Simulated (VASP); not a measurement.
The system is B4C3.

```
B C
1.0
     3.85521    0.00000    0.00000
     0.00000    3.85521    0.00000
     0.00000    0.00000    3.85521
B C
4 3
Direct
  0.20000 0.20000 0.80000
  0.80000 0.80000 0.80000
  0.20000 0.80000 0.20000
  0.80000 0.20000 0.20000
  0.00000 0.00000 0.50000
  0.50000 0.00000 0.00000
  0.00000 0.50000 0.00000
```

The cell was built from a structure type or drawn by symmetry, and may not be a known phase.

```yaml
Program: VASP 6.6.1
Task: relaxation of cell and atoms
Functional: PBE
Potentials_or_basis: VASP PAW PBE potentials, release 64 (B, C)
Cutoff: 600 eV
k_mesh: 10 × 10 × 10
Occupations: gaussian, width 0.1 eV
Spin: no spin polarisation
```

At the start: pressure 0.5 GPa; volume 8.19 Å³/atom.

Where does the relaxation end?

Over 5 steps the energy falls by 2.2 meV/atom and the volume is 8.17 Å³/atom (-0.2 %); space group P-43m (No. 215, to 0.1 Å) before and after.

The path:
```csv
step,energy change (eV),largest force (eV/Å),pressure (GPa),volume (Å³)
1,0.0000,0.3847,0.52,57.30
2,-0.0139,0.0008,-1.33,57.52
3,-0.0140,0.0236,-1.22,57.51
4,-0.0152,0.0127,0.49,57.02
5,-0.0154,0.0021,-0.01,57.16
```

Final structure:
```
B C
1.0
     3.85214    0.00000    0.00000
     0.00000    3.85214    0.00000
     0.00000    0.00000    3.85214
B C
4 3
Cartesian
  0.7820 0.7820 3.0701
  3.0701 3.0701 3.0701
  0.7820 3.0701 0.7820
  3.0701 0.7820 0.7820
  0.0000 0.0000 1.9261
  1.9261 0.0000 0.0000
  0.0000 1.9261 0.0000
```
